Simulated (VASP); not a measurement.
Write the native input for VASP 6.6.1 that does the following.

| Quantity | Value |
| --- | --- |
| Task | single point |
| Functional | PBE |
| Potentials or basis | VASP PAW PBE potentials, release 64 (Ag, B) |
| Cutoff | 520 eV |
| k mesh | 10 × 10 × 8 |
| Occupations | fermi-dirac, width 0.05 eV |
| Spin | no spin polarisation |
| Dipole correction | no |
| Further INCAR settings | ALGO = Normal; EDIFF = 1e-06; NBANDS = 16 |

The structure of AgB2 lies in POSCAR:

```
AgB2
1.0
    3.0000000000      0.0000000000      0.0000000000
   -1.5000000000      2.5980762114      0.0000000000
    0.0000000000      0.0000000000      3.2400000000
Ag B
1 2
Direct
    0.0000000000      0.0000000000      0.0000000000
    0.6666666667      0.3333333333      0.5000000000
    0.3333333333      0.6666666667      0.5000000000
```

The input as run:

INCAR

```
PREC = Accurate
ENCUT = 520
EDIFF = 1E-6
ISMEAR = -1
SIGMA = 0.05
LREAL = False
LASPH = True
NELM = 80
ALGO = Normal
ISIF = 2
LWAVE = False
LCHARG = False
GGA = PE
NBANDS = 16
```

KPOINTS

```
Automatic mesh
0
Gamma
  10 10 8
```

Potentials or basis: VASP PAW PBE potentials, release 64 (Ag, B).

Launch:

```console
$ cat potpaw_PBE.64/Ag/POTCAR potpaw_PBE.64/B/POTCAR > POTCAR
$ mpirun -np 1 vasp_std > vasp.out
```

It gave:

```yaml
Pressure: 53.9 GPa
```

Run time: 13 s on 1 thread of Intel(R) Xeon(R) Platinum 8375C CPU @ 2.90GHz (Ice Lake), with other jobs on the host, peak memory 0.15 GiB.
